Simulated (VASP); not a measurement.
# Ca3Y3Au (Pm-3m) in VASP: a series of runs

Runs on Ca3Y3Au. Level: PBE. Tasks: single point, relaxation of cell and atoms.

Program: VASP 6.6.1. These are calculated values, not measurements. Logs are shortened: lines on timing, memory, paths and dates and some standing lists are left out, and cuts for length are marked.

### 1 The cell of the first run

Symmetry: Pm-3m, No. 221, cubic system. The conventional cell has a = 6.307 Å, b = 6.307 Å, c = 6.307 Å, α = 90.00°, β = 90.00°, γ = 90.00°. Ca (site symmetry 4/mmm) has 4 Y at 3.15 Å within 4.1 Å. Y (site symmetry 4/mmm) has 4 Ca at 3.15 Å and 2 Au at 3.15 Å within 4.1 Å. Within 4.1 Å of Au (site symmetry m-3m) lie 6 Y at 3.15 Å.

### 2 Single point, PBE

INCAR reads:

```
SYSTEM = Ca3Y3Au
  PREC = Accurate
  ENCUT = 520
  EDIFF = 1E-6
  ISMEAR = 0
  SIGMA = 0.1
  LREAL = .FALSE.
  LASPH = .TRUE.
  NELM = 100
  ALGO = Normal
  ISIF = 2
  LWAVE = .FALSE.
  LCHARG = .FALSE.
  GGA = PE
  NBANDS = 46
```

KPOINTS reads:

```
regular mesh
0
G
  6 6 6
  0 0 0
```

POSCAR reads:

```
Ca3Y3Au
1.0
    6.3074539201      0.0000000000      0.0000000000
    0.0000000000      6.3074539201      0.0000000000
    0.0000000000      0.0000000000      6.3074539201
Ca Y Au
3 3 1
Direct
    0.0000000000      0.5000000000      0.0000000000
    0.5000000000      0.0000000000      0.0000000000
    0.0000000000      0.0000000000      0.5000000000
    0.0000000000      0.5000000000      0.5000000000
    0.5000000000      0.5000000000      0.0000000000
    0.5000000000      0.0000000000      0.5000000000
    0.5000000000      0.5000000000      0.5000000000
```

Potentials or basis: VASP PAW PBE potentials, release 64 (Ca_sv, Y_sv, Au).

Started as:

```sh
$ cat potpaw_PBE.64/Ca_sv/POTCAR potpaw_PBE.64/Y_sv/POTCAR potpaw_PBE.64/Au/POTCAR > POTCAR
$ mpirun -np 1 vasp_std > vasp.out
```

OUTCAR:

```text
SYSTEM = Ca3Y3Au
   PREC = Accurate
   ENCUT = 520
   EDIFF = 1E-6
   ISMEAR = 0
   LREAL = .FALSE.
   LASPH = .TRUE.
   NELM = 100
   ISIF = 2
   GGA = PE

 ion  position               nearest neighbor table
   1  0.000  0.500  0.000-   4 3.15   5 3.15   4 3.15   5 3.15
   2  0.500  0.000  0.000-   5 3.15   6 3.15   6 3.15   5 3.15
   3  0.000  0.000  0.500-   4 3.15   6 3.15   4 3.15   6 3.15
   4  0.000  0.500  0.500-   1 3.15   3 3.15   7 3.15   1 3.15   3 3.15   7 3.15
   5  0.500  0.500  0.000-   1 3.15   2 3.15   7 3.15   7 3.15   2 3.15   1 3.15
   6  0.500  0.000  0.500-   2 3.15   3 3.15   7 3.15   2 3.15   7 3.15   3 3.15
   7  0.500  0.500  0.500-   4 3.15   5 3.15   6 3.15   5 3.15   6 3.15   4 3.15

  LATTYP: Found a simple cubic cell.
 ALAT       =     6.3074539201

  Lattice vectors:

 A1 = (   6.3074539201,   0.0000000000,   0.0000000000)
 A2 = (   0.0000000000,   6.3074539201,   0.0000000000)
 A3 = (   0.0000000000,   0.0000000000,   6.3074539201)

Analysis of symmetry for initial positions (statically):
=====================================================================
 Subroutine PRICEL returns:
 Original cell was already a primitive cell.

 Routine SETGRP: Setting up the symmetry group for a
 simple cubic supercell.

 Subroutine GETGRP returns: Found 48 space group operations
 (whereof 48 operations were pure point group operations)
 out of a pool of 48 trial point group operations.

The static configuration has the point symmetry O_h .

Analysis of symmetry for dynamics (positions and initial velocities):
=====================================================================
 Subroutine PRICEL returns:
 Original cell was already a primitive cell.

 Routine SETGRP: Setting up the symmetry group for a
 simple cubic supercell.

 Subroutine GETGRP returns: Found 48 space group operations
 (whereof 48 operations were pure point group operations)
 out of a pool of 48 trial point group operations.

The dynamic configuration has the point symmetry O_h .

 Subroutine INISYM returns: Found 48 space group operations
 (whereof 48 operations are pure point group operations),
 and found     1 'primitive' translations

----------------------------------------------------------------------------------------

                                     Primitive cell

  volume of cell :     250.9356

  direct lattice vectors                    reciprocal lattice vectors
     6.307453920  0.000000000  0.000000000     0.158542577  0.000000000  0.000000000
     0.000000000  6.307453920  0.000000000     0.000000000  0.158542577  0.000000000
     0.000000000  0.000000000  6.307453920     0.000000000  0.000000000  0.158542577

  length of vectors
     6.307453920  6.307453920  6.307453920     0.158542577  0.158542577  0.158542577

  position of ions in fractional coordinates (direct lattice)
     0.000000000  0.500000000  0.000000000
     0.500000000  0.000000000  0.000000000
     0.000000000  0.000000000  0.500000000
     0.000000000  0.500000000  0.500000000
     0.500000000  0.500000000  0.000000000
     0.500000000  0.000000000  0.500000000
     0.500000000  0.500000000  0.500000000

  ion indices of the primitive-cell ions
   primitive index   ion index
                 1           1
                 2           2
                 3           3
                 4           4
                 5           5
                 6           6
                 7           7

----------------------------------------------------------------------------------------

 KPOINTS: regular mesh

Automatic generation of k-mesh.
 Grid dimensions read from file:
 generate k-points for:    6    6    6

 Generating k-lattice:

  Cartesian coordinates                     Fractional coordinates (reciprocal lattice)
     0.026423763  0.000000000  0.000000000     0.166666667  0.000000000  0.000000000
     0.000000000  0.026423763  0.000000000     0.000000000  0.166666667  0.000000000
     0.000000000  0.000000000  0.026423763     0.000000000  0.000000000  0.166666667

  Length of vectors
     0.026423763  0.026423763  0.026423763

  Shift w.r.t. Gamma in fractional coordinates (k-lattice)
     0.000000000  0.000000000  0.000000000

 Subroutine IBZKPT returns following result:
 ===========================================

 Found     20 irreducible k-points:

 Following reciprocal coordinates:
            Coordinates               Weight
  0.000000  0.000000  0.000000      1.000000
  0.166667  0.000000  0.000000      6.000000
  0.333333  0.000000  0.000000      6.000000
  0.500000  0.000000  0.000000      3.000000
  0.166667  0.166667  0.000000     12.000000
  0.333333  0.166667  0.000000     24.000000
[... 12 lines left out ...]
  0.500000  0.500000  0.333333      6.000000
  0.500000  0.500000  0.500000      1.000000
   k-points           NKPTS =     20   k-points in BZ     NKDIM =     20   number of bands    NBANDS=     46
   number of dos      NEDOS =    301   number of ions     NIONS =      7
   total plane-waves  NPLWV = 110592
   dimension x,y,z NGX =    48 NGY =   48 NGZ =   48
   dimension x,y,z NGXF=    96 NGYF=   96 NGZF=   96
   ions per type =               3   3   1
   NGX,Y,Z   is equivalent  to a cutoff of  12.65, 12.65, 12.65 a.u.
   NGXF,Y,Z  is equivalent  to a cutoff of  25.30, 25.30, 25.30 a.u.
 SYSTEM =  Ca3Y3Au
   PREC   = accura    normal or accurate (medium, high low for compatibility)
   ISTART =      0    job   : 0-new  1-cont  2-samecut
   ICHARG =      2    charge: 1-file 2-atom 10-const
   ISPIN  =      1    spin polarized calculation?
   LNONCOLLINEAR =      F non collinear calculations
   LSORBIT =      F    spin-orbit coupling
   LASPH  =      T    aspherical Exc in radial PAW
   ENCUT  =  520.0 eV  38.22 Ry    6.18 a.u.  11.73 11.73 11.73*2*pi/ulx,y,z
   NELM   =    100;   NELMIN=  2; NELMDL= -5     # of ELM steps
   EDIFF  = 0.1E-05   stopping-criterion for ELM
   LREAL  =      F    real-space projection
   EDIFFG = 0.1E-04   stopping-criterion for IOM
   NSW    =      0    number of steps for IOM
   IBRION =     -1    ionic relax: 0-MD 1-quasi-New 2-CG
   NFREE  =      0    steps in history (QN), initial steepest desc. (CG)
   ISIF   =      2    stress and relaxation
   ISYM   =      2    0-nonsym 1-usesym 2-fastsym
   POTIM  = 0.5000    time-step for ionic-motion
   TEBEG  =    0.0;   TEEND  =   0.0 temperature during run
   PSTRESS=    0.0 pullay stress
   NELECT =      74.0000    total number of electrons
   NUPDOWN=      -1.0000    fix difference up-down
   EMIN   =  10.00;   EMAX   =-10.00  energy-range for DOS
   EFERMI =   0.00;   METHOD = LEGACY
   ISMEAR =     0;   SIGMA  =   0.10  broadening in eV -4-tet -1-fermi 0-gaus
   EFERMI_NEDOS =   21; number of points for ismear=-14 and -15
   IALGO  =     38    algorithm
   IMIX   =      4    mixing-type and parameters
     AMIX     =   0.40;   BMIX     =  1.00
     AMIX_MAG =   1.60;   BMIX_MAG =  1.00
  volume/ion in A,a.u.               =      35.85       241.91
  Fermi-wavevector in a.u.,A,eV,Ry     =   1.089678  2.059192 16.155518  1.187397
  Thomas-Fermi vector in A             =   2.225886
   LORBIT       =      0    0 simple, 1 ext, 2 COOP (PROOUT), +10 PAW based schemes
   GGA     = PE    functional components
   LHFCALC =     F    Hartree Fock is set to
   AEXX    =    0.0000 exact exchange contribution
   IVDW    =     0    specifies the selected vdW correction
   LEPSILON=     F    determine dielectric tensor
   LRPA    =     F    only Hartree local field effects (RPA)
 non-spin polarized calculation
 Gauss-broadening in eV      SIGMA  =   0.10
  energy-cutoff  :      520.00
  volume of cell :      250.94
 maximum number of plane-waves:      6816
 NGX is ok and might be reduce to    48
   NGX = 23   NGY = 23   NGZ = 23

 number of electron      74.0000000 magnetization

 Free energy of the ion-electron system (eV)
  ---------------------------------------------------
  ext. energy  EPLUGINS =         0.00000000
  ---------------------------------------------------
  free energy    TOTEN  =       -24.45685596 eV

  energy without entropy =      -24.40341113  energy(sigma->0) =      -24.43013354

 E-fermi :   2.5156     XC(G=0):  -8.5852

 val. band max:        2.5140582255   @ k =   0.5000   0.3333   0.0000
 cond. band min:       2.5182902860   @ k =   0.5000   0.0000   0.0000
 fundamental gap:      0.0042320605
 Fermi energy:         2.5156133027

 k-point     1 :       0.0000    0.0000    0.0000
  band No.  band energies     occupation
      1     -40.7960      2.00000
      2     -40.7906      2.00000
      3     -40.7906      2.00000
      4     -39.0561      2.00000
      5     -39.0561      2.00000
      6     -39.0554      2.00000
[... 38 lines left out ...]
     45       3.1350      0.00000
     46       3.6604      0.00000

 k-point     2 :       0.1667    0.0000    0.0000
  band No.  band energies     occupation
      1     -40.7956      2.00000
      2     -40.7908      2.00000
      3     -40.7904      2.00000
      4     -39.0564      2.00000
      5     -39.0562      2.00000
      6     -39.0556      2.00000
[... 38 lines left out ...]
     45       3.3347      0.00000
     46       3.6580      0.00000

 k-point     3 :       0.3333    0.0000    0.0000
  band No.  band energies     occupation
      1     -40.7945      2.00000
      2     -40.7916      2.00000
      3     -40.7901      2.00000
      4     -39.0570      2.00000
      5     -39.0565      2.00000
      6     -39.0558      2.00000
[... 38 lines left out ...]
     45       3.7401      0.00000
     46       3.7401      0.00000

 k-point     4 :       0.5000    0.0000    0.0000
  band No.  band energies     occupation
      1     -40.7935      2.00000
      2     -40.7923      2.00000
      3     -40.7899      2.00000
      4     -39.0572      2.00000
      5     -39.0567      2.00000
      6     -39.0559      2.00000
[... 724 lines left out ...]
     45       4.0358      0.00000
     46       4.2880      0.00000

 k-point    19 :       0.5000    0.5000    0.3333
  band No.  band energies     occupation
      1     -40.7911      2.00000
      2     -40.7911      2.00000
      3     -40.7910      2.00000
      4     -39.0581      2.00000
      5     -39.0578      2.00000
      6     -39.0578      2.00000
[... 38 lines left out ...]
     45       4.0933      0.00000
     46       4.4833      0.00000

 k-point    20 :       0.5000    0.5000    0.5000
  band No.  band energies     occupation
      1     -40.7909      2.00000
      2     -40.7909      2.00000
      3     -40.7909      2.00000
      4     -39.0581      2.00000
      5     -39.0581      2.00000
      6     -39.0581      2.00000
[... 38 lines left out ...]
     45       4.2200      0.00000
     46       4.5430      0.00000

------------------------ aborting loop because EDIFF is reached ----------------------------------------

  FORCE on cell =-STRESS in cart. coord.  units (eV):
  Direction    XX          YY          ZZ          XY          YZ          ZX
  --------------------------------------------------------------------------------------
  -------------------------------------------------------------------------------------
  Total       -0.0069520     -0.0069520     -0.0069520      0.0000000      0.0000000     -0.0000000
  in kB       -0.0443875     -0.0443875     -0.0443875      0.0000000      0.0000000     -0.0000000
  external PRESSURE =      -0.0443875 kB  Pullay stress =       0.0000000 kB

 VOLUME and BASIS-vectors are now :
 -----------------------------------------------------------------------------
  energy-cutoff  :      520.00
  volume of cell :      250.94
      direct lattice vectors                 reciprocal lattice vectors
     6.307453920  0.000000000  0.000000000     0.158542577  0.000000000  0.000000000
     0.000000000  6.307453920  0.000000000     0.000000000  0.158542577  0.000000000
     0.000000000  0.000000000  6.307453920     0.000000000  0.000000000  0.158542577

 POSITION                                       TOTAL-FORCE (eV/Angst)
 -----------------------------------------------------------------------------------
      0.00000      3.15373      0.00000         0.000000      0.000000      0.000000
      3.15373      0.00000      0.00000         0.000000      0.000000      0.000000
      0.00000      0.00000      3.15373         0.000000      0.000000      0.000000
      0.00000      3.15373      3.15373         0.000000      0.000000      0.000000
      3.15373      3.15373      0.00000         0.000000      0.000000      0.000000
      3.15373      0.00000      3.15373         0.000000      0.000000      0.000000
      3.15373      3.15373      3.15373         0.000000      0.000000      0.000000
 -----------------------------------------------------------------------------------
    total drift:                                0.000000      0.000000      0.000000

  FREE ENERGIE OF THE ION-ELECTRON SYSTEM (eV)
  ---------------------------------------------------
  free  energy   TOTEN  =       -24.4568559579 eV

  energy  without entropy=      -24.4034111280  energy(sigma->0) =      -24.43013354
```

Wall time 2.2 min (1 thread of Intel Xeon 6975P-C (Granite Rapids), shared host); peak memory 0.47 GiB.

Results:

| Item | Value |
| --- | --- |
| Free energy | -24.4569 eV |
| Pressure | 0.0 GPa |
| Band gap on the k mesh | zero (band 37 reaches 2.60 eV, above the bottom of band 38 at 2.34 eV) |

Caveat: spin-orbit coupling is left out, which moves the levels of the heavy elements.

(Part 1 of 2 ends here.)
